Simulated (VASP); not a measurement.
# Na8Cl9 (a cell with a defect) in VASP: single point with PBE

Aim: the single point of Na8Cl9 (a cell with a defect) with PBE.

All numbers are computed with VASP 6.6.1; they aren't measurements. Logs are shortened: lines on timing, memory, paths and dates and some standing lists are left out, and cuts for length are marked.

## Step 1: The cell of the first run

The cell holds a defect, 17 atoms: a = 8.040 Å, b = 8.040 Å, c = 8.040 Å, α = 60.00°, β = 60.00°, γ = 60.00°.

## Step 2: Single point, PBE, collinear spin

Input file INCAR:

```
SYSTEM = Na8Cl9
ALGO = Normal ; EDIFF = 1E-6
ENCUT = 970 ; GGA = PE
GGA_COMPAT = .False. ; ISIF = 2
ISMEAR = -1 ; ISPIN = 2
LASPH = .True. ; LCHARG = .False.
LORBIT = 11 ; LREAL = Auto
LWAVE = .False. ; MAGMOM = 0 0 0 0 0 0 0 0 0 0 0 0 0 0 0 0 1
NBANDS = 86 ; NELM = 200
PREC = Accurate ; SIGMA = 0.02
```

Input file KPOINTS:

```
k-points
0
Gamma
  2 2 2
  0 0 0
```

Input file POSCAR:

```
Na8Cl9
1.0
    0.0000000000      5.6850000000      5.6850000000
    5.6850000000      0.0000000000      5.6850000000
    5.6850000000      5.6850000000      0.0000000000
Na Cl
8 9
Direct
    0.0027743001      0.0040363103      0.0520581802
    0.0012748304      0.0025133443      0.4421172987
    0.0154896652      0.5309409948     -0.0233551848
    0.0036954391      0.4796353181      0.5078743196
    0.5284952962      0.0156762951     -0.0221361491
    0.4775596273      0.0038252630      0.5087706764
    0.5067550926      0.5057270677      0.0201219959
    0.5073961461      0.5063421073      0.4661011129
    0.2569175344      0.2584804022      0.2338217084
    0.2571405390      0.2584075056      0.7500837664
    0.2652294071      0.7475049091      0.2433398000
    0.3383865102      0.6791124117      0.7408636131
    0.7465856589      0.2651700817      0.2438377118
    0.6830773972      0.3341787261      0.7409823247
    0.7577118646      0.7583718076      0.2467910012
    0.7570349439      0.7577659045      0.7376506318
    0.0146457477      0.0096711510      0.7375448929
```

Potentials or basis: VASP PAW PBE potentials, release 64 (Na_sv, Cl).

The run is started by

```sh
cat potpaw_PBE.64/Na_sv/POTCAR potpaw_PBE.64/Cl/POTCAR > POTCAR
mpirun -np 1 vasp_std > vasp.out
```

OUTCAR:

```text
SYSTEM = Na8Cl9
   EDIFF = 1E-6
   ENCUT = 970
   GGA = PE
   ISIF = 2
   ISMEAR = -1
   ISPIN = 2
   LASPH = .True.
   LORBIT = 11
   LREAL = Auto
   NELM = 200
   PREC = Accurate

 ion  position               nearest neighbor table
   1  0.003  0.004  0.052-
   2  0.001  0.003  0.442-
   3  0.015  0.531  0.977-
   4  0.004  0.480  0.508-
   5  0.528  0.016  0.978-
   6  0.478  0.004  0.509-
   7  0.507  0.506  0.020-
   8  0.507  0.506  0.466-
   9  0.257  0.258  0.234-
  10  0.257  0.258  0.750-
  11  0.265  0.748  0.243-
  12  0.338  0.679  0.741-  17 2.63
  13  0.747  0.265  0.244-
  14  0.683  0.334  0.741-  17 2.64
  15  0.758  0.758  0.247-
  16  0.757  0.758  0.738-
  17  0.015  0.010  0.738-  12 2.63  14 2.64

  LATTYP: Found a face centered cubic cell.
 ALAT       =    11.3700000000

  Lattice vectors:

 A1 = (   0.0000000000,   5.6850000000,   5.6850000000)
 A2 = (   5.6850000000,   0.0000000000,   5.6850000000)
 A3 = (   5.6850000000,   5.6850000000,   0.0000000000)

Analysis of symmetry for initial positions (statically):
=====================================================================
 Subroutine PRICEL returns:
 Original cell was already a primitive cell.

 Routine SETGRP: Setting up the symmetry group for a
 face centered cubic supercell.

 Subroutine GETGRP returns: Found  1 space group operations
 (whereof  1 operations were pure point group operations)
 out of a pool of 48 trial point group operations.

The static configuration has the point symmetry C_1 .

Analysis of symmetry for dynamics (positions and initial velocities):
=====================================================================
 Subroutine PRICEL returns:
 Original cell was already a primitive cell.

 Routine SETGRP: Setting up the symmetry group for a
 face centered cubic supercell.

 Subroutine GETGRP returns: Found  1 space group operations
 (whereof  1 operations were pure point group operations)
 out of a pool of 48 trial point group operations.

The dynamic configuration has the point symmetry C_1 .

Analysis of structural, dynamic, and magnetic symmetry:
=====================================================================
 Subroutine PRICEL returns:
 Original cell was already a primitive cell.

 Routine SETGRP: Setting up the symmetry group for a
 face centered cubic supercell.

 Subroutine GETGRP returns: Found  1 space group operations
 (whereof  1 operations were pure point group operations)
 out of a pool of 48 trial point group operations.

The overall configuration has the point symmetry C_1 .

 Subroutine INISYM returns: Found  1 space group operations
 (whereof  1 operations are pure point group operations),
 and found     1 'primitive' translations

----------------------------------------------------------------------------------------

                                     Primitive cell

  volume of cell :     367.4696

  direct lattice vectors                    reciprocal lattice vectors
     0.000000000  5.685000000  5.685000000    -0.087950748  0.087950748  0.087950748
     5.685000000  0.000000000  5.685000000     0.087950748 -0.087950748  0.087950748
     5.685000000  5.685000000  0.000000000     0.087950748  0.087950748 -0.087950748

  length of vectors
     8.039804102  8.039804102  8.039804102     0.152335163  0.152335163  0.152335163

  position of ions in fractional coordinates (direct lattice)
     0.002774300  0.004036310  0.052058180
     0.001274830  0.002513344  0.442117299
     0.015489665  0.530940995  0.976644815
     0.003695439  0.479635318  0.507874320
     0.528495296  0.015676295  0.977863851
     0.477559627  0.003825263  0.508770676
[... 9 lines left out ...]
     0.757034944  0.757765904  0.737650632
     0.014645748  0.009671151  0.737544893

  ion indices of the primitive-cell ions
   primitive index   ion index
                 1           1
                 2           2
[... 50 lines left out ...]
  0.000000  0.500000  0.500000      1.000000
  0.500000  0.000000  0.500000      1.000000
   k-points           NKPTS =      8   k-points in BZ     NKDIM =      8   number of bands    NBANDS=     86
   number of dos      NEDOS =    301   number of ions     NIONS =     17
   total plane-waves  NPLWV = 592704
   dimension x,y,z NGX =    84 NGY =   84 NGZ =   84
   dimension x,y,z NGXF=   168 NGYF=  168 NGZF=  168
   ions per type =               8   9
   NGX,Y,Z   is equivalent  to a cutoff of  17.37, 17.37, 17.37 a.u.
   NGXF,Y,Z  is equivalent  to a cutoff of  34.74, 34.74, 34.74 a.u.
 SYSTEM =  Na8Cl9
   PREC   = accura    normal or accurate (medium, high low for compatibility)
   ISTART =      0    job   : 0-new  1-cont  2-samecut
   ICHARG =      2    charge: 1-file 2-atom 10-const
   ISPIN  =      2    spin polarized calculation?
   LNONCOLLINEAR =      F non collinear calculations
   LSORBIT =      F    spin-orbit coupling
   LASPH  =      T    aspherical Exc in radial PAW
   ENCUT  =  970.0 eV  71.29 Ry    8.44 a.u.  20.42 20.42 20.42*2*pi/ulx,y,z
   NELM   =    200;   NELMIN=  2; NELMDL= -5     # of ELM steps
   EDIFF  = 0.1E-05   stopping-criterion for ELM
   LREAL  =      T    real-space projection
   EDIFFG = 0.1E-04   stopping-criterion for IOM
   NSW    =      0    number of steps for IOM
   IBRION =     -1    ionic relax: 0-MD 1-quasi-New 2-CG
   NFREE  =      0    steps in history (QN), initial steepest desc. (CG)
   ISIF   =      2    stress and relaxation
   ISYM   =      2    0-nonsym 1-usesym 2-fastsym
   POTIM  = 0.5000    time-step for ionic-motion
   TEBEG  =    0.0;   TEEND  =   0.0 temperature during run
   PSTRESS=    0.0 pullay stress
   NELECT =     135.0000    total number of electrons
   NUPDOWN=      -1.0000    fix difference up-down
   EMIN   =  10.00;   EMAX   =-10.00  energy-range for DOS
   EFERMI =   0.00;   METHOD = LEGACY
   ISMEAR =    -1;   SIGMA  =   0.02  broadening in eV -4-tet -1-fermi 0-gaus
   EFERMI_NEDOS =   21; number of points for ismear=-14 and -15
   IALGO  =     38    algorithm
   IMIX   =      4    mixing-type and parameters
     AMIX     =   0.40;   BMIX     =  1.00
     AMIX_MAG =   1.60;   BMIX_MAG =  1.00
  volume/ion in A,a.u.               =      21.62       145.87
  Fermi-wavevector in a.u.,A,eV,Ry     =   1.172498  2.215701 18.704646  1.374753
  Thomas-Fermi vector in A             =   2.308926
   LORBIT       =     11    0 simple, 1 ext, 2 COOP (PROOUT), +10 PAW based schemes
   GGA     = PE    functional components
   LHFCALC =     F    Hartree Fock is set to
   AEXX    =    0.0000 exact exchange contribution
   IVDW    =     0    specifies the selected vdW correction
   LEPSILON=     F    determine dielectric tensor
   LRPA    =     F    only Hartree local field effects (RPA)
 spin polarized calculation
  energy-cutoff  :      970.00
  volume of cell :      367.47
 maximum number of plane-waves:     25204
 NGX is ok and might be reduce to    84
   NGX = 41   NGY = 41   NGZ = 41

 number of electron     134.9999995 magnetization       0.0000103

 number of electron     134.9999995 magnetization      -0.0000363

 Free energy of the ion-electron system (eV)
  ---------------------------------------------------
  ext. energy  EPLUGINS =         0.00000000
  ---------------------------------------------------
  free energy    TOTEN  =       -54.26844901 eV

  energy without entropy =      -54.26844901  energy(sigma->0) =      -54.26844901

 E-fermi :   1.5016     XC(G=0):  -8.3070

 val. band max:        1.0413282703   @ k =   0.5000   0.0000   0.0000
 cond. band min:       2.7743422189   @ k =   0.0000   0.0000   0.0000
 fundamental gap:      1.7330139486
 Fermi energy:         1.5015746149

 spin component 1

 k-point     1 :       0.0000    0.0000    0.0000
  band No.  band energies     occupation
      1     -49.1667      1.00000
      2     -49.1647      1.00000
      3     -49.1525      1.00000
      4     -49.1509      1.00000
      5     -49.1495      1.00000
      6     -49.1475      1.00000
[... 645 lines left out ...]
     78       8.6931      0.00000
     79       9.0099      0.00000
 Fermi energy:         1.5015746149

 spin component 2

 k-point     1 :       0.0000    0.0000    0.0000
  band No.  band energies     occupation
      1     -49.1667      1.00000
      2     -49.1647      1.00000
      3     -49.1524      1.00000
      4     -49.1509      1.00000
      5     -49.1495      1.00000
      6     -49.1475      1.00000
[... 645 lines left out ...]
     78       8.6931      0.00000
     79       9.0099      0.00000
 [bands above 79 left out]

------------------------ aborting loop because EDIFF is reached ----------------------------------------

  FORCE on cell =-STRESS in cart. coord.  units (eV):
  Direction    XX          YY          ZZ          XY          YZ          ZX
  --------------------------------------------------------------------------------------
  -------------------------------------------------------------------------------------
  Total        9.4611887      9.4553866      2.5917734      0.6061376     -0.0077010     -0.0018940
  in kB       41.2510384     41.2257408     11.3002022      2.6427764     -0.0335764     -0.0082577
  external PRESSURE =      31.2589938 kB  Pullay stress =       0.0000000 kB

 VOLUME and BASIS-vectors are now :
 -----------------------------------------------------------------------------
  energy-cutoff  :      970.00
  volume of cell :      367.47
      direct lattice vectors                 reciprocal lattice vectors
     0.000000000  5.685000000  5.685000000    -0.087950748  0.087950748  0.087950748
     5.685000000  0.000000000  5.685000000     0.087950748 -0.087950748  0.087950748
     5.685000000  5.685000000  0.000000000     0.087950748  0.087950748 -0.087950748

 POSITION                                       TOTAL-FORCE (eV/Angst)
 -----------------------------------------------------------------------------------
      0.31890      0.31172      0.03872        -0.026792     -0.026214      0.017178
      2.52773      2.52068      0.02154         0.025384      0.027539      0.021890
      8.57063      5.64028      3.10646         0.009310     -0.010351     -0.008177
      5.61399      2.90827      2.74774         0.027807     -0.022931      0.010521
      5.64828      8.56365      3.09362        -0.012092      0.009442     -0.007753
      2.91411      5.60729      2.73667        -0.020939      0.024425      0.016195
[... 9 lines left out ...]
      8.50144      8.49729      8.61164        -0.002422     -0.003889     -0.001029
      4.24792      4.27620      0.13824        -0.001167     -0.004040     -0.003873
 -----------------------------------------------------------------------------------
    total drift:                               -0.002831      0.003288     -0.002433

  FREE ENERGIE OF THE ION-ELECTRON SYSTEM (eV)
  ---------------------------------------------------
  free  energy   TOTEN  =       -54.2684490120 eV

  energy  without entropy=      -54.2684490120  energy(sigma->0) =      -54.26844901

 total charge

# of ion       s       p       d       tot
------------------------------------------
    1        1.938   5.606   0.000   7.544
    2        1.938   5.606   0.000   7.544
    3        1.934   5.603   0.000   7.537
    4        1.934   5.603   0.000   7.537
    5        1.934   5.603   0.000   7.537
    6        1.934   5.603   0.000   7.537
[... 9 lines left out ...]
   16        1.588   3.580   0.000   5.168
   17        1.620   3.509   0.000   5.129
--------------------------------------------------
tot         29.862  76.906   0.000 106.769

 magnetization (x)

# of ion       s       p       d       tot
------------------------------------------
    1        0.000  -0.000   0.000  -0.000
    2       -0.000  -0.000   0.000  -0.000
    3       -0.000   0.000   0.000  -0.000
    4       -0.000   0.000   0.000  -0.000
    5       -0.000   0.000   0.000  -0.000
    6       -0.000   0.000   0.000  -0.000
[... 9 lines left out ...]
   16       -0.000  -0.000   0.000  -0.000
   17       -0.000  -0.000   0.000  -0.000
--------------------------------------------------
tot         -0.000  -0.000   0.000  -0.000
```

Wall time 35 min (1 thread of AMD EPYC 9R45 (Zen 5), shared host); peak memory 1.8 GiB.

Results:

```yaml
Free_energy: -54.2684 eV
Pressure: 3.1 GPa
Largest_force: 0.061 eV/Å
Net_moment: 0.00 μB per cell
Valence_electrons_inside_the_program's_atomic_spheres: Na 7.54; Cl 5.17, 5.20, 5.12, 5.13 (each value once)
```

Forces in eV/Å, atoms in the order of the input:
```
Na  -0.027 -0.026  0.017
Na   0.025  0.028  0.022
Na   0.009 -0.010 -0.008
Na   0.028 -0.023  0.011
Na  -0.012  0.009 -0.008
Na  -0.021  0.024  0.016
Na  -0.010 -0.014  0.020
Na   0.011  0.009  0.017
Cl   0.003  0.008 -0.027
Cl  -0.008 -0.006 -0.021
Cl  -0.001  0.003  0.007
Cl   0.037 -0.036 -0.023
Cl   0.004  0.000  0.008
Cl  -0.039  0.041 -0.024
Cl   0.003  0.001 -0.003
Cl  -0.002 -0.004 -0.001
Cl  -0.001 -0.004 -0.004
```

Caveat: the k points lie up to 0.48 Å⁻¹ apart.
